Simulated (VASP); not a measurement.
Runs of VASP 6.6.1 on Mn2Sn. The structure is that of space group F-43m (No. 216), or close to it. The cells are those of the table. The cell was built from a structure type or drawn by symmetry, and may not be a known phase.

```tsv
task	spin	cell	k mesh	cutoff (eV)	gap on the mesh (eV)	pressure (GPa)	moment (μB)
single point	collinear, antiferromagnetic start	a = 4.222 Å, angles 60.0°, 3 atoms	6 × 6 × 6	520	none	2.5	0.08
single point	collinear, ferrimagnetic start	a = 4.274 Å, angles 60.0°, 3 atoms	14 × 14 × 14	520	none	0.1	0.18
single point	collinear, antiferromagnetic start	a = 4.272 Å, angles 60.0°, 3 atoms	6 × 6 × 6	520	none	0.2	(b)
relaxation of cell and atoms	collinear, antiferromagnetic start	relaxed from a = 4.222 Å, angles 60.0°, 3 atoms	6 × 6 × 6	600	none	-0.1	(a)
```

Alike in all rows: level PBE; potentials or basis VASP PAW PBE potentials, release 64 (Mn_pv, Sn_d); smearing gaussian 0.1 eV.

Q: Fill in the values left out.

A: (a) 0.16; (b) 0.15.

Caveats: spin-orbit coupling is left out, which moves the levels of the heavy elements.

A k mesh can miss the band edges, and the runs leave out spin-orbit coupling on Sn.

A gap of «none» marks levels without a gap at the run's occupations.
